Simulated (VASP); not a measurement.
Set up this calculation in VASP 6.6.1, as the native input.

```yaml
Task: single point
Functional: r2SCAN
Potentials_or_basis: VASP PAW PBE potentials, release 64 (Ca_sv)
Cutoff: 520 eV
k_mesh: 9 × 9 × 9
Occupations: fermi-dirac, width 0.05 eV
Spin: no spin polarisation
Dipole_correction: no
Further_INCAR_settings: ALGO = Normal; EDIFF = 1e-07; NBANDS = 11
```

The system is Ca.

```xyz
1
Lattice="-2.0583 2.0583 2.0490 2.0583 -2.0583 2.0490 2.0583 2.0583 -2.0490" Properties=species:S:1:pos:R:3 pbc="T T T"
Ca    0.0000    0.0000    2.0490
```

This isn't the form of Ca at room conditions, which is fcc.

The input as run:

POSCAR

```
Ca
1.0
   -2.0582774959      2.0582774959      2.0489677533
    2.0582774959     -2.0582774959      2.0489677533
    2.0582774959      2.0582774959     -2.0489677533
Ca
1
Direct
    0.5000000000      0.5000000000      0.0000000000
```

INCAR.step1

```
PREC = Accurate
ENCUT = 520
ISMEAR = -1
SIGMA = 0.05
LREAL = False
LASPH = True
NELM = 60
NBANDS = 11
GGA = PE
ALGO = Normal
EDIFF = 1E-4
LWAVE = True
LCHARG = False
```

INCAR.step2

```
PREC = Accurate
ENCUT = 520
EDIFF = 1E-7
ISMEAR = -1
SIGMA = 0.05
LREAL = False
LASPH = True
NELM = 60
ALGO = Normal
ISIF = 2
LWAVE = False
LCHARG = False
METAGGA = R2SCAN
LMIXTAU = True
NBANDS = 11
ISTART = 1
```

KPOINTS

```
regular mesh
0
Gamma
  9 9 9
```

Potentials or basis: VASP PAW PBE potentials, release 64 (Ca_sv).

Command:

```sh
$ cat potpaw_PBE.64/Ca_sv/POTCAR > POTCAR
$ cp INCAR.step1 INCAR
$ mpirun -np 1 vasp_std > vasp.out
$ cp INCAR.step2 INCAR
$ mpirun -np 1 vasp_std > vasp.out
```

It gave:

```
Pressure               : 5.1 GPa
Band gap on the k mesh : zero (bands 5 and 6 overlap by 0.33 eV)
```

Caveat: the cell stands under pressure; the PAW data sets were made with another functional, which shifts forces and pressure a little.

Wall time 47 s on 1 thread of Intel(R) Xeon(R) 6975P-C (Granite Rapids) (shared host), peak memory 0.18 GiB.
